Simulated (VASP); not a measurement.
Wanted: the native input for a VASP 6.6.1 run.

```yaml
Task: single point
Functional: PBE
Potentials_or_basis: VASP PAW PBE potentials, release 64 (W_sv, C_h)
Cutoff: 1300 eV
k_mesh: 8 × 8 × 7
Occupations: fermi-dirac, width 0.1 eV
Spin: no spin polarisation
Dipole_correction: no
Further_INCAR_settings: ALGO = Normal; EDIFF = 1e-06; NBANDS = 16
```

The structure of WC lies in POSCAR:

```
WC
1.0
    2.8177400000      0.0002800000      0.0398600000
   -1.4086300000      2.5900600000     -0.0575100000
    0.0389000000     -0.0423500000      2.9543600000
W C
1 1
Direct
    0.0075700000      0.0135300000      0.0003800000
    0.6785300000      0.3358700000      0.4501900000
```

The input as run:

INCAR

```
  PREC = Accurate
  ENCUT = 1300
  EDIFF = 1E-6
  ISMEAR = -1
  SIGMA = 0.1
  LREAL = False
  LASPH = True
  NELM = 120
  ALGO = Normal
  ISIF = 2
  LWAVE = False
  LCHARG = True
  GGA = PE
  LELF = True
  LVHAR = True
  NBANDS = 16
  GGA_COMPAT = False
```

KPOINTS

```
Automatic mesh
0
Gamma
  8 8 7
```

Potentials or basis: VASP PAW PBE potentials, release 64 (W_sv, C_h).

Command:

```console
$ cat potpaw_PBE.64/W_sv/POTCAR potpaw_PBE.64/C_h/POTCAR > POTCAR
$ mpirun -np 1 vasp_std > vasp.out
```

It gave:

```
Pressure               : -2.3 GPa
Largest force          : 2.089 eV/Å
Band gap on the k mesh : zero (bands 9 and 10 overlap by 0.49 eV)
```

Caveat: the stress differs along the axes, from -20 to 24 GPa; spin-orbit coupling is left out, which moves the levels of the heavy elements; forces of over 1 eV/Å act on the atoms, so gaps and moduli don't describe the material at rest.

Wall time 2.3 min on 1 thread of Intel(R) Xeon(R) Platinum 8488C (Sapphire Rapids) (shared host), peak memory 0.44 GiB.
